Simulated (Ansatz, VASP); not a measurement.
# Two plane-wave programs on Na

```
CELL_PARAMETERS angstrom
3.75397 0.00000 0.00000
-1.87699 3.25103 0.00000
0.00000 0.00000 24.29194
ATOMIC_POSITIONS crystal
Na 0.33333 0.66667 0.75000
Na 0.66667 0.33333 0.87499
Na 0.00000 0.00000 0.00000
Na 0.33333 0.66667 0.12501
Na 0.66667 0.33333 0.25000
Na 0.33333 0.66667 0.37499
Na 0.00000 0.00000 0.50000
Na 0.66667 0.33333 0.62501
```

Alike in both runs: task single point; functional PBE; k mesh 6 × 6 × 1; occupations gaussian, width 0.1 eV; no spin polarisation.

|  | VASP | Ansatz |
| --- | --- | --- |
| version | VASP 6.6.1 | Ansatz 0.2.0 |
| potentials or method | VASP PAW PBE potentials, release 64 (Na_pv), cutoff 520 eV | scalar-relativistic, plane waves, PAW |
| valence electrons in the cell | 56 | 72 |

|  | VASP | Ansatz | Ansatz less VASP |
| --- | --- | --- | --- |
| gap on the k mesh at the Fermi level (eV) | none | none | - |
| pressure (GPa) | 0.0 | 0.0 | 0.00 |
| traceless stress, the component that is largest in VASP (GPa) | -0.38 | -0.38 | -0.001 |

A gap of «none» marks a metal or a gap that the smearing closes. VASP's potentials hold 56 valence electrons a cell and Ansatz's 72, so a difference there can come from the potentials and not from the codes.
